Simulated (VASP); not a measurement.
# W (Im-3m) in VASP: further runs

The runs below take W through single point, relaxation of cell and atoms, with LDA.

Program: VASP 6.6.1. These are calculated values, not measurements. Logs are shortened: lines on timing, memory, paths and dates and some standing lists are left out, and cuts for length are marked.

### Step 1. The cell of the first run

Symmetry: Im-3m, No. 229, cubic system. The conventional cell has a = 3.138 Å, b = 3.138 Å, c = 3.138 Å, α = 90.00°, β = 90.00°, γ = 90.00°. Within 3.6 Å of W (site symmetry m-3m) lie 14 W at 2.72 to 3.14 Å.

### Step 2. Single point, LDA

The input, INCAR:

```
SYSTEM = W
PREC = Accurate
ENCUT = 520
EDIFF = 1E-6
ISMEAR = 0
SIGMA = 0.1
LREAL = .FALSE.
LASPH = .TRUE.
NELM = 100
ALGO = Fast
ISIF = 2
LWAVE = .FALSE.
LCHARG = .FALSE.
NBANDS = 13
```

The input, KPOINTS:

```
regular mesh
0
G
  8 8 8
  0 0 0
```

The input, POSCAR:

```
W
1.0
   -1.5689394536      1.5689394536      1.5689394536
    1.5689394536     -1.5689394536      1.5689394536
    1.5689394536      1.5689394536     -1.5689394536
W
1
Direct
    0.0000000000      0.0000000000      0.0000000000
```

Potentials or basis: VASP PAW LDA potentials, release 64 (W_sv).

Launch:

```sh
$ cat potpaw_LDA.64/W_sv/POTCAR > POTCAR
$ mpirun -np 1 vasp_std > vasp.out
```

OUTCAR:

```text
SYSTEM = W
   PREC = Accurate
   ENCUT = 520
   EDIFF = 1E-6
   ISMEAR = 0
   LREAL = .FALSE.
   LASPH = .TRUE.
   NELM = 100
   ISIF = 2

 ion  position               nearest neighbor table
   1  0.000  0.000  0.000-

  LATTYP: Found a body centered cubic cell.
 ALAT       =     3.1378789072

  Lattice vectors:

 A1 = (  -1.5689394536,   1.5689394536,   1.5689394536)
 A2 = (   1.5689394536,  -1.5689394536,   1.5689394536)
 A3 = (   1.5689394536,   1.5689394536,  -1.5689394536)

Analysis of symmetry for initial positions (statically):
=====================================================================
 Subroutine PRICEL returns:
 Original cell was already a primitive cell.

 Routine SETGRP: Setting up the symmetry group for a
 body centered cubic supercell.

 Subroutine GETGRP returns: Found 48 space group operations
 (whereof 48 operations were pure point group operations)
 out of a pool of 48 trial point group operations.

The static configuration has the point symmetry O_h .

Analysis of symmetry for dynamics (positions and initial velocities):
=====================================================================
 Subroutine PRICEL returns:
 Original cell was already a primitive cell.

 Routine SETGRP: Setting up the symmetry group for a
 body centered cubic supercell.

 Subroutine GETGRP returns: Found 48 space group operations
 (whereof 48 operations were pure point group operations)
 out of a pool of 48 trial point group operations.

The dynamic configuration has the point symmetry O_h .

 Subroutine INISYM returns: Found 48 space group operations
 (whereof 48 operations are pure point group operations),
 and found     1 'primitive' translations

----------------------------------------------------------------------------------------

                                     Primitive cell

  volume of cell :      15.4482

  direct lattice vectors                    reciprocal lattice vectors
    -1.568939454  1.568939454  1.568939454     0.000000000  0.318686613  0.318686613
     1.568939454 -1.568939454  1.568939454     0.318686613  0.000000000  0.318686613
     1.568939454  1.568939454 -1.568939454     0.318686613  0.318686613  0.000000000

  length of vectors
     2.717482848  2.717482848  2.717482848     0.450690930  0.450690930  0.450690930

  position of ions in fractional coordinates (direct lattice)
     0.000000000  0.000000000  0.000000000

  ion indices of the primitive-cell ions
   primitive index   ion index
                 1           1

----------------------------------------------------------------------------------------

 KPOINTS: regular mesh

Automatic generation of k-mesh.
 Grid dimensions read from file:
 generate k-points for:    8    8    8

 Generating k-lattice:

  Cartesian coordinates                     Fractional coordinates (reciprocal lattice)
     0.000000000  0.039835827  0.039835827     0.125000000  0.000000000  0.000000000
     0.039835827  0.000000000  0.039835827     0.000000000  0.125000000  0.000000000
     0.039835827  0.039835827  0.000000000     0.000000000  0.000000000  0.125000000

  Length of vectors
     0.056336366  0.056336366  0.056336366

  Shift w.r.t. Gamma in fractional coordinates (k-lattice)
     0.000000000  0.000000000  0.000000000

 Subroutine IBZKPT returns following result:
 ===========================================

 Found     29 irreducible k-points:

 Following reciprocal coordinates:
            Coordinates               Weight
  0.000000  0.000000  0.000000      1.000000
  0.125000  0.000000  0.000000     12.000000
  0.250000  0.000000  0.000000     12.000000
  0.375000  0.000000  0.000000     12.000000
  0.500000  0.000000  0.000000      6.000000
  0.125000  0.125000  0.000000     24.000000
[... 16 lines left out ...]
 -0.250000  0.250000  0.250000      6.000000
 -0.375000  0.375000  0.250000     24.000000
 [... further k-points ...]
   k-points           NKPTS =     29   k-points in BZ     NKDIM =     29   number of bands    NBANDS=     13
   number of dos      NEDOS =    301   number of ions     NIONS =      1
   total plane-waves  NPLWV =   8000
   dimension x,y,z NGX =    20 NGY =   20 NGZ =   20
   dimension x,y,z NGXF=    40 NGYF=   40 NGZF=   40
   ions per type =               1
   NGX,Y,Z   is equivalent  to a cutoff of  12.24, 12.24, 12.24 a.u.
   NGXF,Y,Z  is equivalent  to a cutoff of  24.47, 24.47, 24.47 a.u.
 SYSTEM =  W
   PREC   = accura    normal or accurate (medium, high low for compatibility)
   ISTART =      0    job   : 0-new  1-cont  2-samecut
   ICHARG =      2    charge: 1-file 2-atom 10-const
   ISPIN  =      1    spin polarized calculation?
   LNONCOLLINEAR =      F non collinear calculations
   LSORBIT =      F    spin-orbit coupling
   LASPH  =      T    aspherical Exc in radial PAW
   ENCUT  =  520.0 eV  38.22 Ry    6.18 a.u.   5.05  5.05  5.05*2*pi/ulx,y,z
   NELM   =    100;   NELMIN=  2; NELMDL= -5     # of ELM steps
   EDIFF  = 0.1E-05   stopping-criterion for ELM
   LREAL  =      F    real-space projection
   EDIFFG = 0.1E-04   stopping-criterion for IOM
   NSW    =      0    number of steps for IOM
   IBRION =     -1    ionic relax: 0-MD 1-quasi-New 2-CG
   NFREE  =      0    steps in history (QN), initial steepest desc. (CG)
   ISIF   =      2    stress and relaxation
   ISYM   =      2    0-nonsym 1-usesym 2-fastsym
   POTIM  = 0.5000    time-step for ionic-motion
   TEBEG  =    0.0;   TEEND  =   0.0 temperature during run
   PSTRESS=    0.0 pullay stress
   NELECT =      14.0000    total number of electrons
   NUPDOWN=      -1.0000    fix difference up-down
   EMIN   =  10.00;   EMAX   =-10.00  energy-range for DOS
   EFERMI =   0.00;   METHOD = LEGACY
   ISMEAR =     0;   SIGMA  =   0.10  broadening in eV -4-tet -1-fermi 0-gaus
   EFERMI_NEDOS =   21; number of points for ismear=-14 and -15
   IALGO  =     68    algorithm
   IMIX   =      4    mixing-type and parameters
     AMIX     =   0.40;   BMIX     =  1.00
     AMIX_MAG =   1.60;   BMIX_MAG =  1.00
  volume/ion in A,a.u.               =      15.45       104.25
  Fermi-wavevector in a.u.,A,eV,Ry     =   1.584253  2.993805 34.148705  2.509859
  Thomas-Fermi vector in A             =   2.683899
   LORBIT       =      0    0 simple, 1 ext, 2 COOP (PROOUT), +10 PAW based schemes
[... 43 lines left out ...]
     11      26.3315      0.00000
     12      26.3315      0.00000
     13      26.3315      0.00000

 k-point     2 :       0.1250    0.0000    0.0000
  band No.  band energies     occupation
      1     -62.0026      2.00000
      2     -26.0164      2.00000
      3     -25.8614      2.00000
      4     -25.7927      2.00000
      5       2.7701      2.00000
      6       9.9507      2.00000
      7      10.2451      2.00000
      8      11.1424      1.99997
      9      13.3829      0.00000
     10      13.9577      0.00000
     11      26.9027      0.00000
     12      27.6182      0.00000
     13      28.0179      0.00000

 k-point     3 :       0.2500    0.0000    0.0000
  band No.  band energies     occupation
      1     -61.9480      2.00000
      2     -26.5346      2.00000
      3     -26.0269      2.00000
      4     -25.7960      2.00000
      5       4.4753      2.00000
      6       9.0375      2.00000
      7       9.7972      2.00000
      8      13.2595      0.00000
      9      13.3136      0.00000
     10      14.1386      0.00000
     11      26.6611      0.00000
     12      28.6429      0.00000
     13      31.0223      0.00000

 k-point     4 :       0.3750    0.0000    0.0000
  band No.  band energies     occupation
      1     -61.8929      2.00000
      2     -27.0222      2.00000
      3     -26.1878      2.00000
      4     -25.7995      2.00000
      5       5.3162      2.00000
      6       8.2717      2.00000
      7      10.9183      2.00000
      8      13.8900      0.00000
      9      14.5667      0.00000
     10      16.2093      0.00000
     11      24.4322      0.00000
     12      25.1566      0.00000
     13      31.6862      0.00000

 k-point     5 :       0.5000    0.0000    0.0000
  band No.  band energies     occupation
      1     -61.8700      2.00000
      2     -27.2163      2.00000
      3     -26.2532      2.00000
      4     -25.8009      2.00000
      5       5.2713      2.00000
      6       7.9858      2.00000
      7      12.6294      0.00000
      8      13.8623      0.00000
      9      14.8525      0.00000
     10      18.0632      0.00000
     11      23.2089      0.00000
     12      23.3290      0.00000
     13      28.9150      0.00000

 k-point     6 :       0.1250    0.1250    0.0000
  band No.  band energies     occupation
      1     -61.9640      2.00000
      2     -26.3721      2.00000
      3     -25.9445      2.00000
      4     -25.8454      2.00000
      5       4.0726      2.00000
      6       9.4783      2.00000
      7       9.5501      2.00000
      8      12.7458      0.00000
      9      12.8779      0.00000
     10      14.3096      0.00000
     11      27.8975      0.00000
     12      28.3366      0.00000
     13      29.7180      0.00000

 k-point     7 :       0.2500    0.1250    0.0000
  band No.  band energies     occupation
      1     -61.9091      2.00000
      2     -26.8158      2.00000
      3     -26.1462      2.00000
      4     -25.8691      2.00000
      5       5.6328      2.00000
      6       8.6461      2.00000
      7       9.4564      2.00000
      8      13.1776      0.00000
      9      14.6956      0.00000
     10      15.5632      0.00000
     11      25.6335      0.00000
     12      27.4332      0.00000
     13      31.4860      0.00000
[... 193 lines left out ...]
 k-point    20 :      -0.3750    0.5000    0.1250
  band No.  band energies     occupation
      1     -61.8415      2.00000
      2     -27.0095      2.00000
      3     -26.5046      2.00000
      4     -26.0562      2.00000
      5       6.8645      2.00000
      6       8.5562      2.00000
      7       9.5031      2.00000
      8      12.7132      0.00000
      9      15.6546      0.00000
     10      19.2267      0.00000
     11      22.8749      0.00000
     12      26.8858      0.00000
     13      29.1840      0.00000

 k-point    21 :      -0.3750   -0.3750    0.1250
  band No.  band energies     occupation
      1     -61.8275      2.00000
      2     -26.8275      2.00000
      3     -26.8275      2.00000
      4     -26.0702      2.00000
      5       8.1368      2.00000
      6       8.1368      2.00000
      7       8.2503      2.00000
      8      14.6223      0.00000
      9      14.6223      0.00000
     10      20.8573      0.00000
     11      23.4685      0.00000
     12      23.4685      0.00000
     13      32.5499      0.00000

 k-point    22 :       0.2500    0.2500    0.2500
  band No.  band energies     occupation
      1     -61.8594      2.00000
      2     -26.5148      2.00000
      3     -26.5148      2.00000
      4     -26.5148      2.00000
      5       8.7144      2.00000
      6       8.7144      2.00000
      7       8.7144      2.00000
      8      15.0246      0.00000
      9      15.0247      0.00000
     10      18.5747      0.00000
     11      24.3370      0.00000
     12      24.3370      0.00000
     13      24.3370      0.00000

 k-point    23 :      -0.2500    0.2500    0.2500
  band No.  band energies     occupation
      1     -61.8807      2.00000
      2     -26.5616      2.00000
      3     -26.2816      2.00000
      4     -26.2816      2.00000
      5       6.5216      2.00000
      6       8.7224      2.00000
      7      11.1435      1.99996
      8      11.1435      1.99996
      9      13.0638      0.00000
     10      15.2741      0.00000
     11      26.4649      0.00000
     12      31.7602      0.00000
     13      31.7604      0.00000

 k-point    24 :      -0.3750    0.3750    0.2500
  band No.  band energies     occupation
      1     -61.8329      2.00000
      2     -26.8562      2.00000
      3     -26.4550      2.00000
      4     -26.3240      2.00000
      5       7.0627      2.00000
      6       7.7491      2.00000
      7      11.1447      1.99996
      8      11.9679      0.00000
      9      15.5324      0.00000
     10      16.2763      0.00000
     11      25.8220      0.00000
     12      28.4043      0.00000
     13      29.4680      0.00000

 [... further k-points ...]
[... 5 lines left out ...]
  --------------------------------------------------------------------------------------
  -------------------------------------------------------------------------------------
  Total        0.1879274      0.1879274      0.1879274      0.0000000      0.0000000      0.0000000
  in kB       19.4904583     19.4904583     19.4904583      0.0000000      0.0000000      0.0000000
  external PRESSURE =      19.4904583 kB  Pullay stress =       0.0000000 kB

 VOLUME and BASIS-vectors are now :
 -----------------------------------------------------------------------------
  energy-cutoff  :      520.00
  volume of cell :       15.45
      direct lattice vectors                 reciprocal lattice vectors
    -1.568939454  1.568939454  1.568939454     0.000000000  0.318686613  0.318686613
     1.568939454 -1.568939454  1.568939454     0.318686613  0.000000000  0.318686613
     1.568939454  1.568939454 -1.568939454     0.318686613  0.318686613  0.000000000

 POSITION                                       TOTAL-FORCE (eV/Angst)
 -----------------------------------------------------------------------------------
      0.00000      0.00000      0.00000         0.000000      0.000000      0.000000
 -----------------------------------------------------------------------------------
    total drift:                                0.000000     -0.000000      0.000000

  FREE ENERGIE OF THE ION-ELECTRON SYSTEM (eV)
  ---------------------------------------------------
  free  energy   TOTEN  =       -14.1016867232 eV

  energy  without entropy=      -14.1016846578  energy(sigma->0) =      -14.10168569
```

Run time: 4.8 s. Hardware: 1 thread of Intel Xeon 6975P-C (Granite Rapids), shared host; peak memory 0.12 GiB.

What came out:

| Quantity | Value |
| --- | --- |
| Free energy | -14.1017 eV |
| Pressure | 1.9 GPa |
| Band gap on the k mesh | zero (band 7 reaches 17.03 eV, above the bottom of band 8 at 10.39 eV) |

Levels at points of the mesh, in eV from the Fermi level:
| k point | band 5 | band 6 | band 7 | band 8 | band 9 | band 10 |
| --- | --- | --- | --- | --- | --- | --- |
| (0.00, 0.00, 0.00) | -9.42 | -1.04 | -1.04 | -1.04 | 2.51 | 2.51 |
| (0.50, 0.00, 0.00) | -6.16 | -3.45 | 1.19 | 2.43 | 3.42 | 6.63 |
| (0.50, 0.50, 0.50) | -5.80 | -5.80 | 5.59 | 5.59 | 5.59 | 8.83 |

Caveat: spin-orbit coupling is left out, which moves the levels of the heavy elements.

### Step 3. Single point, LDA

This run uses another cell than the first one, of 16.41 Å³/atom, 1.062 times its volume.

The input, INCAR:

```
PREC     = Accurate       # precision mode
ENCUT    = 520            # plane-wave cutoff, eV
EDIFF    = 1E-7           # SCF threshold, eV
ISMEAR   = 0              # smearing method
SIGMA    = 0.1            # smearing width, eV
LREAL    = F              # projectors in reciprocal space
LASPH    = T              # aspherical terms in the spheres
NELM     = 100            # most SCF steps
ALGO     = Normal         # electronic algorithm
ISIF     = 2              # what is computed and relaxed
LWAVE    = F              # write WAVECAR
LCHARG   = T              # write CHGCAR
LELF     = T              # ELF
LVHAR    = T            
NBANDS   = 13             # bands
```

The input, KPOINTS:

```
regular mesh
0
Gamma
  8 8 8
```

The input, POSCAR:

```
W
1.0
   -1.6007500000      1.6007500000      1.6007500000
    1.6007500000     -1.6007500000      1.6007500000
    1.6007500000      1.6007500000     -1.6007500000
W
1
Direct
    0.0000000000      0.0000000000      0.0000000000
```

Potentials or basis: VASP PAW LDA potentials, release 64 (W_sv).

Launch:

```sh
$ cat potpaw_LDA.64/W_sv/POTCAR > POTCAR
$ mpirun -np 1 vasp_std > vasp.out
```

Run time: 5.1 s. Hardware: 1 thread of Intel Xeon 6975P-C (Granite Rapids), shared host; peak memory 0.13 GiB.

It converged, with:

* Free energy: -14.0554 eV
* Pressure: -16.6 GPa
* Band gap on the k mesh: zero (band 7 reaches 15.72 eV, above the bottom of band 8 at 9.62 eV)

Levels at points of the mesh, in eV from the Fermi level:
```csv
k point,band 3,band 4,band 5,band 6,band 7,band 8,band 9,band 10,band 11,band 12
"(0.00, 0.00, 0.00)",-37.43,-37.43,-9.13,-0.98,-0.98,-0.98,2.32,2.32,14.73,14.73
"(0.50, 0.00, 0.00)",-37.81,-37.43,-5.81,-3.19,0.94,2.21,3.12,6.05,10.75,11.70
"(0.50, 0.50, 0.50)",-38.25,-38.25,-5.36,-5.36,5.12,5.12,5.12,8.30,8.30,8.30
```

Caveat: spin-orbit coupling is left out, which moves the levels of the heavy elements.

### Step 4. Relaxation of cell and atoms, LDA

This run uses another cell than the first one, of 16.41 Å³/atom, 1.062 times its volume.

The input, INCAR:

```
ALGO = Fast ; EDIFF = 1E-7
EDIFFG = -0.05 ; ENCUT = 600
IBRION = 2 ; ISIF = 3
ISMEAR = 0 ; LASPH = T
LCHARG = F ; LREAL = F
LWAVE = F ; NELM = 60
NSW = 100 ; PREC = Accurate
SIGMA = 0.1
```

The input, KPOINTS:

```
k-points
0
Gamma
  8 8 8
```

POSCAR is that of step 3.

Launch:

```sh
$ cat potpaw_LDA.64/W_sv/POTCAR > POTCAR
$ mpirun -np 1 vasp_std > vasp.out
```

It took 18 s on 1 thread of Intel Xeon 6975P-C (Granite Rapids), shared host; peak memory 0.14 GiB.

The run converged. Its results:

```
Free energy                            : -14.1025 eV
Relaxed volume                         : 15.56 Å³/atom
Relaxed cell                           : a = 2.724 Å, b = 2.724 Å, c = 2.724 Å, α = 109.47°, β = 109.47°, γ = 109.47°
Space group after relaxing (to 0.05 Å) : Im-3m (No. 229)
Energy gained by relaxing              : 47.0 meV/atom
Ionic steps                            : 4
Pressure after relaxing                : -0.4 GPa
Band gap on the k mesh                 : zero (band 7 reaches 16.87 eV, above the bottom of band 8 at 10.30 eV)
```

Step by step:
```
step  energy change (eV)  largest force (eV/Å)  pressure (GPa)  volume (Å³)
   1              0.0000                0.0000          -16.52        16.41
   2              0.7300                0.0000          104.04        12.71
   3             -0.0466                0.0000           -1.82        15.62
   4             -0.0470                0.0000           -0.42        15.56
```

Final structure:
```
W
1.0
    -1.57258    1.57258    1.57258
     1.57258   -1.57258    1.57258
     1.57258    1.57258   -1.57258
W
1
Direct
  0.00000 0.00000 0.00000
```

Levels at points of the mesh, in eV from the Fermi level:
```csv
k point,band 4,band 5,band 6,band 7,band 8,band 9,band 10,band 11
"(0.00, 0.00, 0.00)",-37.25,-9.39,-1.04,-1.04,-1.04,2.48,2.48,14.88
"(0.50, 0.00, 0.00)",-37.26,-6.12,-3.42,1.16,2.40,3.38,6.56,11.87
"(0.50, 0.50, 0.50)",-38.22,-5.75,-5.75,5.54,5.54,5.54,8.77,8.77
```

Caveat: spin-orbit coupling is left out, which moves the levels of the heavy elements. LDA usually gives volumes a few per cent too small.

### Step 5. Summary

```csv
task,cell,cutoff (eV),gap on the mesh (eV),pressure (GPa)
single point,"a = 2.717 Å, angles 109.5°, 1 atom",520,none,1.9
single point,"a = 2.773 Å, angles 109.5°, 1 atom",520,none,-16.6
relaxation of cell and atoms,"relaxed from a = 2.773 Å, angles 109.5°, 1 atom",600,none,-0.4
```

Alike in all rows: level LDA; potentials or basis VASP PAW LDA potentials, release 64 (W_sv); no spin polarisation; k mesh 8 × 8 × 8; smearing gaussian 0.1 eV.

Caveats: spin-orbit coupling is left out, which moves the levels of the heavy elements.

Absolute energies hang on the potentials; compare differences alone.
